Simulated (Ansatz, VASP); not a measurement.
One calculation of Cu, two programs

File POSCAR:

```
Cu
1.0
   -1.5870726520      1.5870726520      1.3760814500
    1.5870726520     -1.5870726520      1.3760814500
    1.5870726520      1.5870726520     -1.3760814500
Cu
1
Direct
    0.0000000000      0.0000000000      0.0000000000
```

File INCAR.step1:

```
PREC = Accurate
ENCUT = 520
ISMEAR = 0
SIGMA = 0.15
LREAL = F
LASPH = T
NELM = 60
NBANDS = 12
GGA = PE
ALGO = Normal
EDIFF = 1E-4
LWAVE = T
LCHARG = F
```

INCAR.step2

```
PREC = Accurate
ENCUT = 520
EDIFF = 1E-6
ISMEAR = 0
SIGMA = 0.15
LREAL = F
LASPH = T
NELM = 60
ALGO = Normal
ISIF = 2
LWAVE = F
LCHARG = T
METAGGA = R2SCAN
LMIXTAU = T
LELF = T
LVHAR = T
NBANDS = 12
ISTART = 1
```

Contents of KPOINTS:

```
Automatic mesh
0
Gamma
  24 24 24
```

Input for Ansatz:

```yaml
crystal:
  lattice:
    - [-1.587072652, 1.587072652, 1.37608145]
    - [1.587072652, -1.587072652, 1.37608145]
    - [1.587072652, 1.587072652, -1.37608145]
  atoms:
    - { symbol: Cu, position: [0.0, 0.0, 0.0] }
basis:
  ecutwfc: 500
kpoints:
  mp_grid: { grid: [24, 24, 24] }
hamiltonian:
  xc: r2scan
scf:
  occupations: { method: gaussian, width: 0.15 }
output:
  forces: true
  stress: true
  eigenvalues: true
```

Change from the starting cell: strain +0.1000 x Voigt [1, 1, 0, 0, 0, 0], atoms carried along.

Alike in both runs: task single point; functional r2SCAN; k mesh 24 × 24 × 24; occupations gaussian, width 0.15 eV; no spin polarisation.

|  | VASP | Ansatz |
| --- | --- | --- |
| version | VASP 6.6.1 | Ansatz 0.2.0 |
| potentials or method | VASP PAW PBE potentials, release 64 (Cu), cutoff 520 eV | scalar-relativistic, plane waves, PAW |
| valence electrons in the cell | 11 | 19 |

```tsv
	VASP	Ansatz	Ansatz less VASP
gap on the k mesh at the Fermi level (eV)	none	none	-
pressure (GPa)	-18.0	-18.3	-0.37
traceless stress, the component that is largest in VASP (GPa)	0.20	0.23	+0.032
```

VASP's potentials were made for PBE, not for r2SCAN. A gap of «none» marks a metal or a gap that the smearing closes. VASP's potentials hold 11 valence electrons a cell and Ansatz's 19, so a difference there can come from the potentials and not from the codes.
